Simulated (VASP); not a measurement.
ZnO: single point with r2SCAN

ZnO:

```
Zn O
1.0
     3.22650    0.00000    0.00000
    -1.61325    2.79423    0.00000
     0.00000    0.00000   10.47260
Zn O
4 4
Direct
  0.00000 0.00000 0.99938
  0.33333 0.66667 0.24956
  0.00000 0.00000 0.49938
  0.66667 0.33333 0.74956
  0.00000 0.00000 0.18815
  0.33333 0.66667 0.43790
  0.00000 0.00000 0.68815
  0.66667 0.33333 0.93790
```

```
Program                : VASP 6.6.1
Task                   : single point
Functional             : r2SCAN
Potentials or basis    : VASP PAW PBE potentials, release 64 (Zn, O)
Cutoff                 : 520 eV
k mesh                 : 12 × 12 × 4
Occupations            : gaussian, width 0.01 eV
Spin                   : no spin polarisation
Dipole correction      : no
Further INCAR settings : ALGO = Normal; EDIFF = 1e-07; NBANDS = 46
```

| Item | Value |
| --- | --- |
| Pressure | 1.0 GPa |
| Largest force | 0.009 eV/Å |
| Band gap on the k mesh | 1.18 eV, direct |

Forces in eV/Å, atoms in the order of the input:
```
Zn   0.000  0.000 -0.001
Zn   0.000  0.000 -0.009
Zn   0.000  0.000 -0.001
Zn   0.000  0.000 -0.009
O    0.000  0.000  0.004
O    0.000  0.000  0.006
O    0.000  0.000  0.004
O    0.000  0.000  0.006
```

Levels at points of the mesh, in eV from the valence-band top:
```tsv
k point	band 34	band 35	band 36	band 37	band 38	band 39
(0.00, 0.00, 0.00)	-0.04	0.00	0.00	1.18	3.78	3.94
(0.50, 0.00, 0.00)	-1.44	-0.99	-0.85	5.87	6.04	6.76
(0.00, 0.00, 0.50)	-0.12	-0.12	-0.12	2.25	2.25	5.31
(0.50, 0.00, 0.50)	-1.25	-1.05	-1.05	6.26	6.26	6.57
```

Wall time 12 min on 1 thread of Intel(R) Xeon(R) Platinum 8259CL CPU @ 2.50GHz (Skylake/Cascade Lake), on a shared host, peak memory 0.33 GiB.

Caveat: the PAW data sets were made with another functional, which shifts forces and pressure a little. r2SCAN opens gaps a little over a GGA but as a rule still falls short of measured ones.
